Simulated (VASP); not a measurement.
# TiCo3 (Pm-3m) in VASP: notebook, part 2 of 2

VASP 6.6.1. Earlier steps stand in the parts before.

## (5) Single point, PBEsol, collinear spin, ferrimagnetic start

The input, INCAR:

```
ALGO     = Normal         # electronic algorithm
EDIFF    = 1E-6           # SCF threshold, eV
ENCUT    = 520            # plane-wave cutoff, eV
GGA      = PS             # functional
ISIF     = 2              # what is computed and relaxed
ISMEAR   = -1             # smearing method
ISPIN    = 2              # spin polarisation
LASPH    = True           # aspherical terms in the spheres
LCHARG   = False          # write CHGCAR
LMAXMIX  = 4              # l up to which the mixer works
LORBIT   = 11             # projections on sites
LREAL    = False          # projectors in reciprocal space
LWAVE    = False          # write WAVECAR
MAGMOM   = -0.42 1.21 1.21 1.21 # initial moments
NBANDS   = 32             # bands
NELM     = 150            # most SCF steps
PREC     = Accurate       # precision mode
SIGMA    = 0.02           # smearing width, eV
```

The input, KPOINTS:

```
k-points
0
Gamma
  12 12 12
```

The input, POSCAR:

```
TiCo3
1.0
    3.6140000000      0.0000000000      0.0000000000
    0.0000000000      3.6140000000      0.0000000000
    0.0000000000      0.0000000000      3.6140000000
Ti Co
1 3
Direct
    0.0000000000      0.0000000000      0.0000000000
    0.0000000000      0.5000000000      0.5000000000
    0.5000000000      0.0000000000      0.5000000000
    0.5000000000      0.5000000000      0.0000000000
```

Potentials or basis: VASP PAW PBE potentials, release 64 (Ti_sv, Co).

Command:

```bash
$ cat potpaw_PBE.64/Ti_sv/POTCAR potpaw_PBE.64/Co/POTCAR > POTCAR
$ mpirun -np 1 vasp_std > vasp.out
```

OUTCAR:

```text
EDIFF = 1E-6
   ENCUT = 520
   GGA = PS
   ISIF = 2
   ISMEAR = -1
   ISPIN = 2
   LASPH = True
   LORBIT = 11
   LREAL = False
   NELM = 150
   PREC = Accurate

 ion  position               nearest neighbor table
   1  0.000  0.000  0.000-   2 2.56   3 2.56   4 2.56   2 2.56   3 2.56   2 2.56   4 2.56   2 2.56
                             3 2.56   4 2.56   3 2.56   4 2.56
   2  0.000  0.500  0.500-   1 2.56   3 2.56   4 2.56   1 2.56   4 2.56   1 2.56   3 2.56   1 2.56
                             3 2.56   4 2.56   4 2.56   3 2.56
   3  0.500  0.000  0.500-   1 2.56   2 2.56   4 2.56   1 2.56   4 2.56   2 2.56   4 2.56   4 2.56
                             1 2.56   2 2.56   1 2.56   2 2.56
   4  0.500  0.500  0.000-   1 2.56   2 2.56   3 2.56   2 2.56   3 2.56   1 2.56   3 2.56   3 2.56
                             1 2.56   2 2.56   2 2.56   1 2.56

  LATTYP: Found a simple cubic cell.
 ALAT       =     3.6140000000

  Lattice vectors:

 A1 = (   3.6140000000,   0.0000000000,   0.0000000000)
 A2 = (   0.0000000000,   3.6140000000,   0.0000000000)
 A3 = (   0.0000000000,   0.0000000000,   3.6140000000)

Analysis of symmetry for initial positions (statically):
=====================================================================
 Subroutine PRICEL returns:
 Original cell was already a primitive cell.

 Routine SETGRP: Setting up the symmetry group for a
 simple cubic supercell.

 Subroutine GETGRP returns: Found 48 space group operations
 (whereof 48 operations were pure point group operations)
 out of a pool of 48 trial point group operations.

The static configuration has the point symmetry O_h .

Analysis of symmetry for dynamics (positions and initial velocities):
=====================================================================
 Subroutine PRICEL returns:
 Original cell was already a primitive cell.

 Routine SETGRP: Setting up the symmetry group for a
 simple cubic supercell.

 Subroutine GETGRP returns: Found 48 space group operations
 (whereof 48 operations were pure point group operations)
 out of a pool of 48 trial point group operations.

The dynamic configuration has the point symmetry O_h .

Analysis of structural, dynamic, and magnetic symmetry:
=====================================================================
 Subroutine PRICEL returns:
 Original cell was already a primitive cell.

 Routine SETGRP: Setting up the symmetry group for a
 simple cubic supercell.

 Subroutine GETGRP returns: Found 48 space group operations
 (whereof 48 operations were pure point group operations)
 out of a pool of 48 trial point group operations.

The overall configuration has the point symmetry O_h .

 Subroutine INISYM returns: Found 48 space group operations
 (whereof 48 operations are pure point group operations),
 and found     1 'primitive' translations

----------------------------------------------------------------------------------------

                                     Primitive cell

  volume of cell :      47.2024

  direct lattice vectors                    reciprocal lattice vectors
     3.614000000  0.000000000  0.000000000     0.276701716  0.000000000  0.000000000
     0.000000000  3.614000000  0.000000000     0.000000000  0.276701716  0.000000000
     0.000000000  0.000000000  3.614000000     0.000000000  0.000000000  0.276701716

  length of vectors
     3.614000000  3.614000000  3.614000000     0.276701716  0.276701716  0.276701716

[... 88 lines left out ...]
   IBRION =     -1    ionic relax: 0-MD 1-quasi-New 2-CG
   NFREE  =      0    steps in history (QN), initial steepest desc. (CG)
   ISIF   =      2    stress and relaxation
   ISYM   =      2    0-nonsym 1-usesym 2-fastsym
   POTIM  = 0.5000    time-step for ionic-motion
   TEBEG  =    0.0;   TEEND  =   0.0 temperature during run
   PSTRESS=    0.0 pullay stress
   NELECT =      39.0000    total number of electrons
   NUPDOWN=      -1.0000    fix difference up-down
   EMIN   =  10.00;   EMAX   =-10.00  energy-range for DOS
   EFERMI =   0.00;   METHOD = LEGACY
   ISMEAR =    -1;   SIGMA  =   0.02  broadening in eV -4-tet -1-fermi 0-gaus
   EFERMI_NEDOS =   21; number of points for ismear=-14 and -15
   IALGO  =     38    algorithm
   IMIX   =      4    mixing-type and parameters
     AMIX     =   0.40;   BMIX     =  1.00
     AMIX_MAG =   1.60;   BMIX_MAG =  1.00
  volume/ion in A,a.u.               =      11.80        79.63
  Fermi-wavevector in a.u.,A,eV,Ry     =   1.536178  2.902956 32.107613  2.359843
  Thomas-Fermi vector in A             =   2.642863
   LORBIT       =     11    0 simple, 1 ext, 2 COOP (PROOUT), +10 PAW based schemes
   GGA     = PS    functional components
   LHFCALC =     F    Hartree Fock is set to
   AEXX    =    0.0000 exact exchange contribution
   IVDW    =     0    specifies the selected vdW correction
   LEPSILON=     F    determine dielectric tensor
   LRPA    =     F    only Hartree local field effects (RPA)
 spin polarized calculation
  energy-cutoff  :      520.00
  volume of cell :       47.20
 maximum number of plane-waves:      1328
 NGX is ok and might be reduce to    28
   NGX = 13   NGY = 13   NGZ = 13

 number of electron      39.0000031 magnetization      -0.0031701

 number of electron      39.0000031 magnetization       0.0028895

 Free energy of the ion-electron system (eV)
  ---------------------------------------------------
  ext. energy  EPLUGINS =         0.00000000
  ---------------------------------------------------
  free energy    TOTEN  =       -32.53363946 eV

  energy without entropy =      -32.52565788  energy(sigma->0) =      -32.52964867

 E-fermi :   9.6271     XC(G=0): -13.2554

 val. band max:        9.6259282197   @ k =   0.2500   0.0000   0.0000
 cond. band min:       9.6293976821   @ k =   0.5000   0.3333   0.0833
 fundamental gap:      0.0034694623
 Fermi energy:         9.6271106265

 spin component 1

 k-point     1 :       0.0000    0.0000    0.0000
  band No.  band energies     occupation
      1     -46.6267      1.00000
      2     -22.9714      1.00000
      3     -22.9714      1.00000
      4     -22.9714      1.00000
      5       1.8151      1.00000
      6       5.5712      1.00000
[... 805 lines left out ...]
     30      21.2703      0.00000
     31      21.7608      0.00000

 [... further k-points ...]

 spin component 2

 k-point     1 :       0.0000    0.0000    0.0000
  band No.  band energies     occupation
      1     -46.6269      1.00000
      2     -22.9715      1.00000
      3     -22.9715      1.00000
      4     -22.9715      1.00000
      5       1.8157      1.00000
      6       5.5718      1.00000
[... 805 lines left out ...]
     30      21.2709      0.00000
     31      21.7612      0.00000

 [... further k-points ...]

 [bands above 31 left out]

------------------------ aborting loop because EDIFF is reached ----------------------------------------

  FORCE on cell =-STRESS in cart. coord.  units (eV):
  Direction    XX          YY          ZZ          XY          YZ          ZX
  --------------------------------------------------------------------------------------
  -------------------------------------------------------------------------------------
  Total       -4.5476858     -4.5476858     -4.5476858      0.0000000      0.0000000     -0.0000000
  in kB     -154.3606466   -154.3606466   -154.3606466      0.0000000      0.0000000     -0.0000000
  external PRESSURE =    -154.3606466 kB  Pullay stress =       0.0000000 kB

 VOLUME and BASIS-vectors are now :
 -----------------------------------------------------------------------------
  energy-cutoff  :      520.00
  volume of cell :       47.20
      direct lattice vectors                 reciprocal lattice vectors
     3.614000000  0.000000000  0.000000000     0.276701716  0.000000000  0.000000000
     0.000000000  3.614000000  0.000000000     0.000000000  0.276701716  0.000000000
     0.000000000  0.000000000  3.614000000     0.000000000  0.000000000  0.276701716

 POSITION                                       TOTAL-FORCE (eV/Angst)
 -----------------------------------------------------------------------------------
      0.00000      0.00000      0.00000         0.000000      0.000000      0.000000
      0.00000      1.80700      1.80700         0.000000      0.000000      0.000000
      1.80700      0.00000      1.80700         0.000000      0.000000      0.000000
      1.80700      1.80700      0.00000         0.000000      0.000000      0.000000
 -----------------------------------------------------------------------------------
    total drift:                                0.000000      0.000000      0.000000

  FREE ENERGIE OF THE ION-ELECTRON SYSTEM (eV)
  ---------------------------------------------------
  free  energy   TOTEN  =       -32.5336394623 eV

  energy  without entropy=      -32.5256578774  energy(sigma->0) =      -32.52964867

 total charge

# of ion       s       p       d       tot
------------------------------------------
    1        2.262   6.187   1.912  10.360
    2        0.498   0.489   7.308   8.295
    3        0.498   0.489   7.308   8.295
    4        0.498   0.489   7.308   8.295
--------------------------------------------------
tot          3.755   7.655  23.835  35.244

 magnetization (x)

# of ion       s       p       d       tot
------------------------------------------
    1        0.000  -0.000  -0.000  -0.000
    2        0.000   0.000   0.001   0.001
    3        0.000   0.000   0.001   0.001
    4        0.000   0.000   0.001   0.001
--------------------------------------------------
tot          0.000   0.000   0.003   0.003
```

It took 6.7 min on 1 thread of Intel Xeon Platinum 8488C (Sapphire Rapids), shared host; peak memory 0.31 GiB.

What came out:

| Quantity | Value |
| --- | --- |
| Free energy | -32.5336 eV |
| Pressure | -15.4 GPa |
| Net moment | 0.00 μB per cell |
| Valence electrons inside the program's atomic spheres | Ti 10.36; Co 8.29 |

Caveat: the cell stands under tension; the PAW data sets were made with another functional, which shifts forces and pressure a little.

## (6) Summary

| smearing | gap on the mesh (eV) | pressure (GPa) | moment (μB) |
| --- | --- | --- | --- |
| gaussian 0.05 eV | none | -15.5 | 0.00 |
| gaussian 0.3 eV | none | -11.2 | 2.41 |
| fermi-dirac 0.01 eV | none | -15.5 | 0.01 |
| fermi-dirac 0.02 eV | none | -15.4 | 0.00 |

Alike in all rows: task single point; level PBEsol; potentials or basis VASP PAW PBE potentials, release 64 (Ti_sv, Co); spin collinear, ferrimagnetic start; cell as given; k mesh 12 × 12 × 12; cutoff (eV) 520.

Caveats: the cell stands under tension; the PAW data sets were made with another functional, which shifts forces and pressure a little; so wide a smearing shifts energies and pressures (at least some runs).

Total energies depend on the potentials used, so only differences within one code and one set of settings carry meaning.
